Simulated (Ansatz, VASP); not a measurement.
## Two plane-wave programs on ZnS

```
Zn S
1.0
     0.00000    2.75499    2.75499
     2.75499    0.00000    2.75499
     2.75499    2.75499    0.00000
Zn S
1 1
Direct
  0.75000 0.75000 0.75000
  0.00000 0.00000 0.00000
```

Alike in both runs: task single point; functional r2SCAN0; k mesh 5 × 5 × 5; occupations fermi-dirac, width 0.05 eV; no spin polarisation.

```csv
,VASP,Ansatz
version,VASP 6.6.1,Ansatz 0.2.0
potentials or method,"VASP PAW PBE potentials, release 64 (Zn, S)",Ansatz PAW
plane-wave cutoff (eV),520,500
valence electrons in the cell,18,18
```

Ansatz gave:

- gap on the k mesh at the Fermi level (eV): 4.07
- least direct gap on the mesh (eV): 4.07
- pressure (GPa): -4.5

Problem. Which values does VASP return?

Solution. gap on the k mesh at the Fermi level (eV): 4.08; least direct gap on the mesh (eV): 4.08; pressure (GPa): -4.6.

VASP's potentials were made for PBE, not for r2SCAN0.

Noted on Ansatz's run: odd divisions of the mesh miss points on the zone boundary, where band edges often lie, so the gap on the mesh can be too wide.
